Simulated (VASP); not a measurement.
Ag:

```xyz
2
Lattice="2.8894 0.0000 0.0000 -1.4447 2.5023 0.0000 0.0000 0.0000 4.7184" Properties=species:S:1:pos:R:3 pbc="T T T"
Ag    0.0000    1.6682    1.1796
Ag    1.4447    0.8341    3.5388
```

```yaml
Program: VASP 6.6.1
Task: relaxation of cell and atoms
Functional: PBEsol
Potentials_or_basis: VASP PAW PBE potentials, release 64 (Ag)
Cutoff: 600 eV
k_mesh: 12 × 12 × 7
Occupations: fermi-dirac, width 0.1 eV
Spin: no spin polarisation
```

At the start: pressure -2.4 GPa; volume 17.06 Å³/atom.

Question: Where does the relaxation end?

Answer: Over 6 steps the energy falls by 3.1 meV/atom and the volume is 16.68 Å³/atom (-2.2 %); space group P6_3/mmc (No. 194, to 0.05 Å).

Step by step:
```tsv
step	energy change (eV)	largest force (eV/Å)	pressure (GPa)	volume (Å³)
1	0.0000	0.0000	-2.44	34.11
2	-0.0030	0.0000	1.93	32.85
3	-0.0060	0.0000	0.03	33.36
4	-0.0060	0.0000	0.08	33.34
5	-0.0061	0.0000	0.07	33.35
6	-0.0062	0.0000	0.06	33.35
```

Final structure:
```yaml
crystal:
  lattice:
    - [2.87468, 0.00000, 0.00000]
    - [-1.43734, 2.48954, 0.00000]
    - [0.00000, 0.00000, 4.66066]
  atoms:
    - { symbol: Ag, position: [0.33333, 0.66667, 0.25000] }
    - { symbol: Ag, position: [0.66667, 0.33333, 0.75000] }
```

Caveat: the PAW data sets were made with another functional, which shifts forces and pressure a little.
